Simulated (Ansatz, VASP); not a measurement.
**Te in VASP and in Ansatz**

File INCAR:

```
  PREC = Accurate
  ENCUT = 520
  EDIFF = 1E-8
  ISMEAR = -1
  SIGMA = 0.05
  LREAL = False
  LASPH = True
  NELM = 80
  ALGO = Normal
  ISIF = 2
  LWAVE = False
  LCHARG = False
  GGA = PE
  LEFG = True
  NBANDS = 16
```

KPOINTS

```
Automatic mesh
0
Gamma
  8 8 8
```

POSCAR

```
Te
1.0
    4.2341000000     -2.3712000000      0.0000000000
    4.2341000000      2.3712000000      0.0000000000
   -0.1304500000      0.0000000000      3.9177765000
Te
3
Direct
    0.6760000000      0.6760000000      0.6750000000
    0.3240000000      0.3240000000      0.3250000000
    0.0000000000      0.0000000000      0.0000000000
```

Input for Ansatz:

```yaml
crystal:
  lattice:
    - [4.2341, -2.3712, 0.0]
    - [4.2341, 2.3712, 0.0]
    - [-0.13045, 0.0, 3.9177765]
  atoms:
    - { symbol: Te, position: [0.676, 0.676, 0.675] }
    - { symbol: Te, position: [0.324, 0.324, 0.325] }
    - { symbol: Te, position: [0.0, 0.0, 0.0] }
kpoints:
  mp_grid: { grid: [8, 8, 8] }
scf:
  occupations: { method: fermi_dirac, width: 0.05 }
hamiltonian:
  xc: pbe
  pseudopotentials: { kind: all_electron, datasets: crystal }
output:
  forces: true
  stress: true
  eigenvalues: true
  efg: { contact_densities: true }
```

Change from the starting cell: zz strain of -1 %, crystal datasets.

Alike in both runs: task electric field gradients; functional PBE; k mesh 8 × 8 × 8; occupations fermi-dirac, width 0.05 eV; no spin polarisation.

|  | VASP | Ansatz |
| --- | --- | --- |
| version | VASP 6.6.1 | Ansatz 0.2.0 |
| potentials or method | VASP PAW PBE potentials, release 64 (Te), cutoff 520 eV | all-electron PAW with datasets made for the crystal, scalar-relativistic |

VASP gave:

| Property | Result |
| --- | --- |
| pressure (GPa) | 10.0 |
| traceless stress, the component that is largest in VASP (GPa) | 1.11 |
| rms of the force components (eV/Å) | 0.247 |
| size of Vzz on the site where it differs most (V/Å²) | 314.4 |

Problem. Which values does Ansatz return?

Solution. Pressure (GPa): 10.1; traceless stress, the component that is largest in VASP (GPa): 1.11; rms of the force components (eV/Å): 0.245; size of Vzz on the site where it differs most (V/Å²): 326.2.

Atom by atom the forces differ by 0.002 eV/Å (rms over components). Ansatz ran all-electron here, and VASP with PAW potentials.

Neither program's run includes spin-orbit coupling.
